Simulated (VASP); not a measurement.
# HfB (Fm-3m) in VASP: further runs

The runs below take HfB through elastic constants, with PBE.

Everything below comes from runs of VASP 6.6.1. Logs are shortened: lines on timing, memory, paths and dates and some standing lists are left out, and cuts for length are marked.

## (1) The cell of the first run

It takes space group Fm-3m (No. 225, cubic). Conventional cell: a = 4.751 Å, b = 4.751 Å, c = 4.751 Å, α = 90.00°, β = 90.00°, γ = 90.00°. Within 3.1 Å of Hf (site symmetry m-3m) lie 6 B at 2.38 Å. Within 3.1 Å of B (site symmetry m-3m) lie 6 Hf at 2.38 Å.

## (2) Elastic constants, PBE

Contents of INCAR:

```
SYSTEM = HfB
ALGO     = Normal         ! electronic algorithm
EDIFF    = 1E-8           ! SCF threshold, eV
ENCUT    = 500            ! plane-wave cutoff, eV
GGA      = PE             ! functional
GGA_COMPAT= .FALSE.      
IBRION   = 6              ! ionic algorithm
ISIF     = 3              ! what is computed and relaxed
ISMEAR   = -1             ! smearing method
LASPH    = .TRUE.         ! aspherical terms in the spheres
LCHARG   = .FALSE.        ! write CHGCAR
LREAL    = .FALSE.        ! projectors in reciprocal space
LWAVE    = .FALSE.        ! write WAVECAR
NBANDS   = 14             ! bands
NELM     = 120            ! most SCF steps
NFREE    = 2            
NSW      = 1              ! ionic steps
POTIM    = 0.015          ! step
PREC     = Accurate       ! precision mode
SIGMA    = 0.15           ! smearing width, eV
```

Contents of KPOINTS:

```
k-points
0
G
  16 16 16
  0 0 0
```

Contents of POSCAR:

```
HfB
1.0
    0.0000000000      2.3752645417      2.3752645417
    2.3752645417      0.0000000000      2.3752645417
    2.3752645417      2.3752645417      0.0000000000
Hf B
1 1
Direct
    0.5000000000      0.5000000000      0.5000000000
    0.0000000000      0.0000000000      0.0000000000
```

Potentials or basis: VASP PAW PBE potentials, release 64 (Hf_pv, B).

Run with:

```bash
> cat potpaw_PBE.64/Hf_pv/POTCAR potpaw_PBE.64/B/POTCAR > POTCAR
> mpirun -np 1 vasp_std > vasp.out
```

OUTCAR:

```text
SYSTEM = HfB
   EDIFF = 1E-8
   ENCUT = 500
   GGA = PE
   IBRION = 6
   ISIF = 3
   ISMEAR = -1
   LASPH = .TRUE.
   LREAL = .FALSE.
   NELM = 120
   NFREE = 2
   NSW = 1
   POTIM = 0.015
   PREC = Accurate

 ion  position               nearest neighbor table
   1  0.500  0.500  0.500-   2 2.38   2 2.38   2 2.38   2 2.38   2 2.38   2 2.38
   2  0.000  0.000  0.000-   1 2.38   1 2.38   1 2.38   1 2.38   1 2.38   1 2.38

  LATTYP: Found a face centered cubic cell.
 ALAT       =     4.7505290834

  Lattice vectors:

 A1 = (   0.0000000000,   2.3752645417,   2.3752645417)
 A2 = (   2.3752645417,   0.0000000000,   2.3752645417)
 A3 = (   2.3752645417,   2.3752645417,   0.0000000000)

Analysis of symmetry for initial positions (statically):
=====================================================================
 Subroutine PRICEL returns:
 Original cell was already a primitive cell.

 Routine SETGRP: Setting up the symmetry group for a
 face centered cubic supercell.

 Subroutine GETGRP returns: Found 48 space group operations
 (whereof 48 operations were pure point group operations)
 out of a pool of 48 trial point group operations.

The static configuration has the point symmetry O_h .

Analysis of symmetry for dynamics (positions and initial velocities):
=====================================================================
 Subroutine PRICEL returns:
 Original cell was already a primitive cell.

 Routine SETGRP: Setting up the symmetry group for a
 face centered cubic supercell.

 Subroutine GETGRP returns: Found 48 space group operations
 (whereof 48 operations were pure point group operations)
 out of a pool of 48 trial point group operations.

The dynamic configuration has the point symmetry O_h .

 Subroutine INISYM returns: Found 48 space group operations
 (whereof 48 operations are pure point group operations),
 and found     1 'primitive' translations

----------------------------------------------------------------------------------------

                                     Primitive cell

  volume of cell :      26.8019

  direct lattice vectors                    reciprocal lattice vectors
     0.000000000  2.375264542  2.375264542    -0.210502869  0.210502869  0.210502869
     2.375264542  0.000000000  2.375264542     0.210502869 -0.210502869  0.210502869
     2.375264542  2.375264542  0.000000000     0.210502869  0.210502869 -0.210502869

  length of vectors
     3.359131329  3.359131329  3.359131329     0.364601664  0.364601664  0.364601664

  position of ions in fractional coordinates (direct lattice)
     0.500000000  0.500000000  0.500000000
     0.000000000  0.000000000  0.000000000

  ion indices of the primitive-cell ions
   primitive index   ion index
                 1           1
                 2           2

----------------------------------------------------------------------------------------

 KPOINTS: k-points

Automatic generation of k-mesh.
 Grid dimensions read from file:
 generate k-points for:   16   16   16

 Generating k-lattice:

  Cartesian coordinates                     Fractional coordinates (reciprocal lattice)
    -0.013156429  0.013156429  0.013156429     0.062500000  0.000000000  0.000000000
     0.013156429 -0.013156429  0.013156429     0.000000000  0.062500000  0.000000000
     0.013156429  0.013156429 -0.013156429     0.000000000  0.000000000  0.062500000

  Length of vectors
     0.022787604  0.022787604  0.022787604

  Shift w.r.t. Gamma in fractional coordinates (k-lattice)
     0.000000000  0.000000000  0.000000000

 Subroutine IBZKPT returns following result:
 ===========================================

 Found    145 irreducible k-points:

 Following reciprocal coordinates:
            Coordinates               Weight
  0.000000  0.000000  0.000000      1.000000
[... 65 lines left out ...]
  Thomas-Fermi vector in A             =   2.418360
   LORBIT       =      0    0 simple, 1 ext, 2 COOP (PROOUT), +10 PAW based schemes
   GGA     = PE    functional components
   LHFCALC =     F    Hartree Fock is set to
   AEXX    =    0.0000 exact exchange contribution
   IVDW    =     0    specifies the selected vdW correction
   LEPSILON=     F    determine dielectric tensor
   LRPA    =     F    only Hartree local field effects (RPA)
 finite differences with symmetry
 non-spin polarized calculation
  energy-cutoff  :      500.00
  volume of cell :       26.80
 maximum number of plane-waves:       701
   NGX = 13   NGY = 13   NGZ = 13

--------------------------------------- Ionic step        1  -------------------------------------------

 number of electron      13.0000000 magnetization

 Free energy of the ion-electron system (eV)
  ---------------------------------------------------
  ext. energy  EPLUGINS =         0.00000000
  ---------------------------------------------------
  free energy    TOTEN  =       -17.45682548 eV

  energy without entropy =      -17.37537768  energy(sigma->0) =      -17.41610158

------------------------ aborting loop because EDIFF is reached ----------------------------------------

  FORCE on cell =-STRESS in cart. coord.  units (eV):
  Direction    XX          YY          ZZ          XY          YZ          ZX
  --------------------------------------------------------------------------------------
  -------------------------------------------------------------------------------------
  Total        1.7309130      1.7309130      1.7309130      0.0000000     -0.0000000      0.0000000
  in kB      103.4712921    103.4712921    103.4712921      0.0000000     -0.0000000      0.0000000
  external PRESSURE =     103.4712921 kB  Pullay stress =       0.0000000 kB
[... 89 lines left out ...]
  FREE ENERGIE OF THE ION-ELECTRON SYSTEM (eV)
  ---------------------------------------------------
  free  energy   TOTEN  =       -17.4214960423 eV

  energy  without entropy=      -17.3412384374  energy(sigma->0) =      -17.38136724

[... ionic steps 4 to 14 ...]

--------------------------------------- Ionic step       15  -------------------------------------------

 number of electron      13.0000000 magnetization

------------------------ aborting loop because EDIFF is reached ----------------------------------------
[... 67 lines left out ...]
--------------------------------------- Ionic step       17  -------------------------------------------

 number of electron      13.0000000 magnetization

 Free energy of the ion-electron system (eV)
  ---------------------------------------------------
  ext. energy  EPLUGINS =         0.00000000
  ---------------------------------------------------
  free energy    TOTEN  =       -17.45580891 eV

  energy without entropy =      -17.37436930  energy(sigma->0) =      -17.41508910

 E-fermi :   4.6476     XC(G=0): -11.9085

 val. band max:        4.6206860923   @ k =  -0.3750   0.3750   0.0625
 cond. band min:       4.6885867355   @ k =   0.0625   0.3750   0.1875
 fundamental gap:      0.0679006432
 Fermi energy:         4.6476200865

 k-point     1 :       0.0000    0.0000    0.0000
  band No.  band energies     occupation
      1     -24.1413      2.00000
      2     -24.1411      2.00000
      3     -24.1411      2.00000
      4      -4.6979      2.00000
      5       6.7085      0.00000
      6       6.7085      0.00000
      7       6.7132      0.00000
      8       8.2647      0.00000
      9       8.3252      0.00000
     10       8.3252      0.00000
     11       8.5108      0.00000
     12       8.5675      0.00000
     13      15.9532      0.00000
     14      16.3591      0.00000
[... 377 lines left out ...]
      1     -24.1923      2.00000
      2     -24.1559      2.00000
      3     -24.1431      2.00000
      4      -4.4281      2.00000
      5       5.9962      0.00025
      6       6.0531      0.00017
      7       6.4720      0.00001
      8       6.8660      0.00000
      9       7.8883      0.00000
     10       8.8993      0.00000
     11       9.7696      0.00000
     12      10.7947      0.00000
     13      16.6366      0.00000
     14      16.7191      0.00000

 [... further k-points ...]
[... 5 lines left out ...]
  --------------------------------------------------------------------------------------
  -------------------------------------------------------------------------------------
  Total        1.7397597      1.7300192      1.7300192      0.0000000      0.0000000      0.0000000
  in kB      104.0001355    103.4178603    103.4178603      0.0000000      0.0000000      0.0000000
  external PRESSURE =     103.6119520 kB  Pullay stress =       0.0000000 kB
[... 17 lines left out ...]
  FREE ENERGIE OF THE ION-ELECTRON SYSTEM (eV)
  ---------------------------------------------------
  free  energy   TOTEN  =       -17.4558089108 eV

  energy  without entropy=      -17.3743692964  energy(sigma->0) =      -17.41508910

 INTERNAL STRAIN TENSORS FROM STRAINED CELLS
 ============================================

 INTERNAL STRAIN TENSOR FOR ION    1 for displacements in x,y,z  (eV/Angst):
          X           Y           Z          XY          YZ          ZX
  --------------------------------------------------------------------------------
  x     0.00000     0.00000    -0.00000    -0.00000     0.00000     0.00000
  y    -0.00000    -0.00000     0.00000    -0.00000     0.00000     0.00000
  z    -0.00000    -0.00000     0.00000     0.00000    -0.00000     0.00000

 INTERNAL STRAIN TENSORS FROM DISPLACED ATOMS
 ============================================

 INTERNAL STRAIN TENSOR FOR ION    1 for displacements in x,y,z  (eV/Angst):
          X           Y           Z          XY          YZ          ZX
  --------------------------------------------------------------------------------
  x     0.00000     0.00000     0.00000     0.00000     0.00000     0.00000
  y     0.00000     0.00000     0.00000     0.00000     0.00000     0.00000
  z     0.00000     0.00000     0.00000     0.00000     0.00000     0.00000

 INTERNAL STRAIN TENSOR FOR ION    2 for displacements in x,y,z  (eV/Angst):
          X           Y           Z          XY          YZ          ZX
  --------------------------------------------------------------------------------
  x     0.00000     0.00000     0.00000     0.00000     0.00000     0.00000
  y     0.00000     0.00000     0.00000     0.00000     0.00000     0.00000
  z     0.00000     0.00000     0.00000     0.00000     0.00000     0.00000

 Eigenvectors and eigenvalues of the dynamical matrix
 ----------------------------------------------------

   1 f  =   14.722387 THz    92.503486 2PiTHz  491.085973 cm-1    60.886873 meV
             X         Y         Z           dx          dy          dz
      2.375265  2.375265  2.375265     0.000000    0.238985    0.000000
      0.000000  0.000000  0.000000     0.000000   -0.971023    0.000000
[... 21 lines left out ...]
   6 f/i=    0.000119 THz     0.000749 2PiTHz    0.003976 cm-1     0.000493 meV
             X         Y         Z           dx          dy          dz
      2.375265  2.375265  2.375265     0.000000   -0.971023    0.000000
      0.000000  0.000000  0.000000     0.000000   -0.238985    0.000000

--------------------------------------------------------------------------------------------------------

 ELASTIC MODULI CONTR FROM IONIC RELAXATION (kBar)
 Direction    XX          YY          ZZ          XY          YZ          ZX
 --------------------------------------------------------------------------------
 XX           0.0000      0.0000      0.0000      0.0000      0.0000      0.0000
 YY           0.0000      0.0000      0.0000      0.0000      0.0000      0.0000
 ZZ           0.0000      0.0000      0.0000      0.0000      0.0000      0.0000
 XY           0.0000      0.0000      0.0000      0.0000      0.0000      0.0000
 YZ           0.0000      0.0000      0.0000      0.0000      0.0000      0.0000
 ZX           0.0000      0.0000      0.0000      0.0000      0.0000      0.0000
 --------------------------------------------------------------------------------

 TOTAL ELASTIC MODULI (kBar)
 Direction    XX          YY          ZZ          XY          YZ          ZX
 --------------------------------------------------------------------------------
 XX        4679.4329    670.7220    670.7220      0.0000      0.0000     -0.0000
 YY         670.7220   4679.4329    670.7220      0.0000      0.0000     -0.0000
 ZZ         670.7220    670.7220   4679.4329      0.0000      0.0000      0.0000
 XY           0.0000      0.0000      0.0000    571.2291      0.0000     -0.0000
 YZ           0.0000      0.0000      0.0000      0.0000    571.2291      0.0000
 ZX          -0.0000     -0.0000      0.0000     -0.0000      0.0000    571.2291
 --------------------------------------------------------------------------------
```

It took 13 min on 1 thread of Intel Xeon 6975P-C (Granite Rapids), shared host; peak memory 0.72 GiB.

Results:

```yaml
Elastic_constants_C11_C12_C44: 468, 67, 57 GPa
Voigt_bulk_modulus: 201 GPa
Highest_phonon_frequency_at_Γ: 491 cm⁻¹
```

Phonon frequencies in cm⁻¹ (negative: imaginary):
| q point | frequencies |
| --- | --- |
| (0.000, 0.000, 0.000) | 0 0 0 491 491 491 |

Elastic tensor in Voigt notation (GPa, in the Cartesian axes of the cell as first typed):
```
468  67  67   0   0   0
 67 468  67   0   0   0
 67  67 468   0   0   0
  0   0   0  57   0   0
  0   0   0   0  57   0
  0   0   0   0   0  57
```

Clamped-ion elastic tensor (GPa):
```
468  67  67   0   0   0
 67 468  67   0   0   0
 67  67 468   0   0   0
  0   0   0  57   0   0
  0   0   0   0  57   0
  0   0   0   0   0  57
```

Caveat: the cell is under stress, which shifts elastic constants; spin-orbit coupling is left out, which moves the levels of the heavy elements.

## (3) Elastic constants, PBE

This run uses another cell than the first one, of 13.90 Å³/atom.

Contents of INCAR:

```
SYSTEM = HfB
  ALGO = Normal
  EDIFF = 1E-8
  ENCUT = 500
  GGA = PE
  GGA_COMPAT = .FALSE.
  IBRION = 6
  ISIF = 3
  ISMEAR = -1
  LASPH = .TRUE.
  LCHARG = .FALSE.
  LREAL = .FALSE.
  LWAVE = .FALSE.
  NBANDS = 14
  NELM = 120
  NFREE = 2
  NSW = 1
  POTIM = 0.015
  PREC = Accurate
  SIGMA = 0.15
```

KPOINTS is that of step 2.

Contents of POSCAR:

```
HfB
1.0
    0.0000000000      2.4042845019      2.4042845019
    2.4042845019      0.0000000000      2.4042845019
    2.4042845019      2.4042845019      0.0000000000
Hf B
1 1
Direct
    0.5000000000      0.5000000000      0.5000000000
    0.0000000000      0.0000000000      0.0000000000
```

Potentials or basis: VASP PAW PBE potentials, release 64 (Hf_pv, B).

Run with:

```bash
> cat potpaw_PBE.64/Hf_pv/POTCAR potpaw_PBE.64/B/POTCAR > POTCAR
> mpirun -np 1 vasp_std > vasp.out
```

OUTCAR:

```text
SYSTEM = HfB
   EDIFF = 1E-8
   ENCUT = 500
   GGA = PE
   IBRION = 6
   ISIF = 3
   ISMEAR = -1
   LASPH = .TRUE.
   LREAL = .FALSE.
   NELM = 120
   NFREE = 2
   NSW = 1
   POTIM = 0.015
   PREC = Accurate

 ion  position               nearest neighbor table
[... 858 lines left out ...]
   1 f  =   13.942118 THz    87.600912 2PiTHz  465.059004 cm-1    57.659942 meV
             X         Y         Z           dx          dy          dz
      2.404285  2.404285  2.404285     0.228957    0.068473    0.000000
      0.000000  0.000000  0.000000    -0.930313   -0.278223    0.000000
[... 21 lines left out ...]
   6 f/i=    0.000006 THz     0.000035 2PiTHz    0.000183 cm-1     0.000023 meV
             X         Y         Z           dx          dy          dz
      2.404285  2.404285  2.404285     0.000709   -0.109666   -0.964812
      0.000000  0.000000  0.000000     0.000175   -0.026990   -0.237448

--------------------------------------------------------------------------------------------------------

 ELASTIC MODULI CONTR FROM IONIC RELAXATION (kBar)
 Direction    XX          YY          ZZ          XY          YZ          ZX
 --------------------------------------------------------------------------------
 XX           0.0000      0.0000      0.0000      0.0000      0.0000      0.0000
 YY           0.0000      0.0000      0.0000      0.0000      0.0000      0.0000
 ZZ           0.0000      0.0000      0.0000      0.0000      0.0000      0.0000
 XY           0.0000      0.0000      0.0000      0.0000      0.0000      0.0000
 YZ           0.0000      0.0000      0.0000      0.0000      0.0000      0.0000
 ZX           0.0000      0.0000      0.0000      0.0000      0.0000      0.0000
 --------------------------------------------------------------------------------

 TOTAL ELASTIC MODULI (kBar)
 Direction    XX          YY          ZZ          XY          YZ          ZX
 --------------------------------------------------------------------------------
 XX        4163.0197    632.9289    632.9289      0.0000      0.0000      0.0000
 YY         632.9289   4163.0197    632.9289     -0.0000     -0.0000      0.0000
 ZZ         632.9289    632.9289   4163.0197      0.0000      0.0000     -0.0000
 XY           0.0000     -0.0000      0.0000    545.9966     -0.0000      0.0000
 YZ           0.0000     -0.0000      0.0000     -0.0000    545.9966      0.0000
 ZX           0.0000      0.0000     -0.0000      0.0000      0.0000    545.9966
 --------------------------------------------------------------------------------
```

OSZICAR:

```text
N       E                     dE             d eps       ncg     rms          rms(c)
DAV:   1     0.201076929495E+02    0.20108E+02   -0.68194E+03  4060   0.834E+02
DAV:   2    -0.182018777524E+02   -0.38310E+02   -0.36372E+02  5172   0.185E+02
[... 198 lines left out ...]
DAV:   1    -0.174989961710E+02   -0.14506E-02   -0.51167E-01 10234   0.345E+00    0.459E-01
DAV:   2    -0.174978649911E+02    0.11312E-02   -0.35513E-03 12430   0.349E-01    0.229E-01
DAV:   3    -0.174975370881E+02    0.32790E-03   -0.93957E-04 10994   0.156E-01    0.324E-02
DAV:   4    -0.174975449489E+02   -0.78609E-05   -0.83355E-05 12760   0.484E-02    0.201E-02
DAV:   5    -0.174975455695E+02   -0.62054E-06   -0.99831E-07 11506   0.854E-03    0.706E-03
DAV:   6    -0.174975455505E+02    0.18942E-07   -0.13778E-07 12232   0.265E-03    0.168E-03
DAV:   7    -0.174975455550E+02   -0.44522E-08   -0.19108E-08 11254   0.894E-04
  17 F= -.17497546E+02 E0= -.17455221E+02  d E =-.846494E-01
```

Run time: 24 min. Hardware: 1 thread of Intel Xeon 6975P-C (Granite Rapids), shared host; peak memory 0.75 GiB.

Results:

- Elastic constants C11, C12, C44: 416, 63, 55 GPa
- Voigt bulk modulus: 181 GPa
- Highest phonon frequency at Γ: 465 cm⁻¹

Phonon frequencies in cm⁻¹ (negative: imaginary):
```tsv
q point	frequencies
(0.000, 0.000, 0.000)	0 0 0 465 465 465
```

Elastic tensor in Voigt notation (GPa, in the Cartesian axes of the cell as first typed):
```
416  63  63   0   0   0
 63 416  63   0   0   0
 63  63 416   0   0   0
  0   0   0  55   0   0
  0   0   0   0  55   0
  0   0   0   0   0  55
```

Clamped-ion elastic tensor (GPa):
```
416  63  63   0   0   0
 63 416  63   0   0   0
 63  63 416   0   0   0
  0   0   0  55   0   0
  0   0   0   0  55   0
  0   0   0   0   0  55
```

Caveat: the cell is under stress, which shifts elastic constants; spin-orbit coupling is left out, which moves the levels of the heavy elements.
